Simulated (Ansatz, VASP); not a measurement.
**Two plane-wave programs on W**

The input INCAR:

```
SYSTEM = W
  PREC = Accurate
  ENCUT = 520
  EDIFF = 1E-6
  ISMEAR = -1
  SIGMA = 0.1
  LREAL = .FALSE.
  LASPH = .TRUE.
  NELM = 60
  ALGO = Normal
  ISIF = 2
  LWAVE = .FALSE.
  LCHARG = .TRUE.
  GGA = RE
  LELF = .TRUE.
  LVHAR = .TRUE.
  NBANDS = 21
```

File KPOINTS:

```
regular mesh
0
G
  15 15 7
  0 0 0
```

POSCAR

```
W
1.0
    2.7087344883      0.0000000000      0.0000000000
   -1.3543672442      2.3458328790      0.0000000000
    0.0000000000      0.0000000000      4.8308950397
W
2
Direct
    0.3333333333      0.6666666667      0.2500000000
    0.6666666667      0.3333333333      0.7500000000
```

Input for Ansatz:

```yaml
crystal:
  lattice:
    - [2.7087344883, 0.0, 0.0]
    - [-1.3543672442, 2.345832879, 0.0]
    - [0.0, 0.0, 4.8308950397]
  atoms:
    - { symbol: W, position: [0.3333333333, 0.6666666667, 0.25] }
    - { symbol: W, position: [0.6666666667, 0.3333333333, 0.75] }
hamiltonian:
  xc: revpbe
  pseudopotentials:
    kind: paw
    azcp:
      W: "pseudopotentials/W.paw.azcp"
basis:
  ecutwfc: 420
  fft_grid_basis: typed
kpoints:
  mp_grid: { grid: [15, 15, 7], shift: [0, 0, 0] }
magnetization:
  spin_polarized: false
scf:
  occupations: { method: fermi_dirac, width: 0.1 }
  lower_state_search: "off"
output:
  stress: true
  write_density: true
  write_potential: true
  elf: true
  volumetric_format: npy
```

Alike in both runs: task single point; functional revPBE; k mesh 15 × 15 × 7; occupations fermi-dirac, width 0.1 eV; no spin polarisation.

|  | VASP | Ansatz |
| --- | --- | --- |
| version | VASP 6.6.1 | Ansatz 0.2.0 |
| potentials or method | VASP PAW PBE potentials, release 64 (W_sv), cutoff 520 eV | plane waves (420 eV) with PAW, scalar-relativistic |
| valence electrons in the cell | 28 | 28 |

VASP gave:

- pressure (GPa): 27.7
- traceless stress, the component that is largest in VASP (GPa): -4.04

**Question.** Which values does Ansatz return?

**Answer.** Pressure (GPa): 27.0; traceless stress, the component that is largest in VASP (GPa): -3.87.

VASP's potentials were made for PBE, not for revPBE.

Spin-orbit coupling is off throughout.
